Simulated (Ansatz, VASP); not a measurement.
Two plane-wave programs on Ag

File INCAR:

```
PREC = Accurate ; ENCUT = 400
EDIFF = 1E-6 ; ISMEAR = 1
SIGMA = 0.1 ; LREAL = F
LASPH = T ; NELM = 120
ALGO = Normal ; ISIF = 2
LWAVE = F ; LCHARG = F
LDIPOL = T ; IDIPOL = 3
DIPOL = 0.5 0.5 0.670 ; GGA = PE
NBANDS = 24 ; GGA_COMPAT = F
NELMDL = -8
```

Contents of KPOINTS:

```
regular mesh
0
Gamma
  15 15 1
```

The input POSCAR:

```
Ag
1.0
    2.9363250569      0.0000000000      0.0000000000
   -1.4681625284      2.5429320930      0.0000000000
    0.0000000000      0.0000000000     26.7176209642
Ag
3
Direct
    0.6666666667      0.3333333333      0.5804473529
    0.3333333333      0.6666666667      0.6709197190
    0.0000000000      1.0000000000      0.7597621988
```

Input for Ansatz:

```yaml
crystal:
  lattice:
    - [2.9363250569, 0.0, 0.0]
    - [-1.4681625284, 2.542932093, 0.0]
    - [0.0, 0.0, 26.7176209642]
  atoms:
    - { symbol: Ag, position: [0.6666666667, 0.3333333333, 0.5804473529] }
    - { symbol: Ag, position: [0.3333333333, 0.6666666667, 0.670919719] }
    - { symbol: Ag, position: [0.0, 1.0, 0.7597621988] }
basis:
  ecutwfc: 420
kpoints:
  mp_grid: { grid: [15, 15, 1] }
hamiltonian:
  xc: pbe
scf:
  occupations: { method: methfessel_paxton, width: 0.1 }
  n_extra_bands: 7
  max_iter: 160
output:
  forces: true
  eigenvalues: true
  write_density: true
  write_potential: true
  elf: true
  volumetric_format: npy
efield:
  axis: 3
  dipole_correction: true
```

Alike in both runs: task single point; functional PBE; k mesh 15 × 15 × 1; occupations methfessel-paxton of order 1, width 0.1 eV; no spin polarisation.

|  | VASP | Ansatz |
| --- | --- | --- |
| version | VASP 6.6.1 | Ansatz 0.2.0 |
| potentials or method | VASP PAW PBE potentials, release 64 (Ag), cutoff 400 eV | scalar-relativistic, plane waves, PAW |
| valence electrons in the cell | 33 | 57 |

Ansatz gave:

```
gap on the k mesh at the Fermi level (eV) : none
rms of the force components (eV/Å)        : 0.048
```

Task: Estimate VASP's values.

Result: gap on the k mesh at the Fermi level (eV): none; rms of the force components (eV/Å): 0.049.

Atom by atom the forces differ by 0.001 eV/Å (rms over components). A gap of «none» marks a metal or a gap that the smearing closes. VASP's potentials hold 33 valence electrons a cell and Ansatz's 57, so a difference there can come from the potentials and not from the codes. Ansatz's warnings: xc potential rough in thin density.
